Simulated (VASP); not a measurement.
Set up this calculation in VASP 6.6.1, as the native input.

```yaml
Task: single point
Functional: PBE
Potentials_or_basis: VASP PAW PBE potentials, release 64 (Al, Ru_pv)
Cutoff: 520 eV
k_mesh: 18 × 18 × 18
Occupations: gaussian, width 0.15 eV
Spin: no spin polarisation
Dipole_correction: no
Further_INCAR_settings: ALGO = Fast; EDIFF = 1e-07; NBANDS = 16
```

The structure of AlRu lies in POSCAR:

```
AlRu
1.0
    2.6134033183      0.0000000000      0.0000000000
    0.0000000000      2.6134033183      0.0000000000
    0.0000000000      0.0000000000      3.9201049775
Al Ru
1 1
Direct
    0.0000000000      0.0000000000      0.0000000000
    0.5000000000      0.5000000000      0.5000000000
```

This cell differs from its parent crystal: ratio of the length along z to the lengths across it x 1.5, volume and fractional coordinates fixed.

The input as run:

INCAR

```
SYSTEM = AlRu
ALGO = Fast ; EDIFF = 1E-7
ENCUT = 520 ; GGA = PE
ISIF = 2 ; ISMEAR = 0
LASPH = .TRUE. ; LCHARG = .TRUE.
LELF = .TRUE. ; LREAL = .FALSE.
LVHAR = .TRUE. ; LWAVE = .FALSE.
NBANDS = 16 ; NELM = 60
PREC = Accurate ; SIGMA = 0.15
```

KPOINTS

```
k-points
0
G
  18 18 18
  0 0 0
```

Potentials or basis: VASP PAW PBE potentials, release 64 (Al, Ru_pv).

The run is started by

```bash
$ cat potpaw_PBE.64/Al/POTCAR potpaw_PBE.64/Ru_pv/POTCAR > POTCAR
$ mpirun -np 1 vasp_std > vasp.out
```

It gave:

The pressure is 12.9 GPa. The band gap on the k mesh is zero (an odd number of electrons rules out a gap without spin polarisation).

Caveat: the cell stands under pressure.

Wall time 6.5 min on 1 thread of Intel Xeon 8259CL (shared host), peak memory 0.33 GiB.
